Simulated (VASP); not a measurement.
Al: single point with LDA

The system is Al.

```
Al
1.0
     2.60630    0.00000    0.00000
    -1.30315    2.25712    0.00000
     0.00000    0.00000    4.87370
Al
2
Cartesian
  1.3032 0.7524 3.6553
  0.0000 1.5047 1.2184
```

- Program: VASP 6.6.1
- Task: single point
- Functional: LDA
- Potentials or basis: VASP PAW LDA potentials, release 64 (Al)
- Cutoff: 520 eV
- k mesh: 18 × 18 × 10
- Occupations: gaussian, width 0.15 eV
- Spin: no spin polarisation
- Dipole correction: no
- Further INCAR settings: ALGO = Normal; EDIFF = 1e-06; NBANDS = 10

| Quantity | Value |
| --- | --- |
| Pressure | 13.8 GPa |
| Band gap on the k mesh | zero (band 3 reaches 12.40 eV, above the bottom of band 4 at 6.31 eV) |

Stress tensor (GPa, compression positive):
```
19.51  0.00  0.00
 0.00 19.51  0.00
 0.00  0.00  2.45
```

Levels at points of the mesh, in eV from the Fermi level:
```
           k point  band 1  band 2  band 3  band 4  band 5  band 6
(0.00, 0.00, 0.00)  -12.06   -6.23   -5.76   10.22   11.32   13.61
(0.50, 0.00, 0.00)   -5.18   -4.97    0.23    0.72    1.25    1.29
(0.00, 0.00, 0.50)  -10.52  -10.52    1.26    1.26   14.32   14.32
(0.50, 0.00, 0.50)   -4.10   -4.10   -2.96   -2.96    7.31    7.31
```

Run time: 53 s on 1 thread of Intel Xeon 8259CL (shared host), peak memory 0.16 GiB.
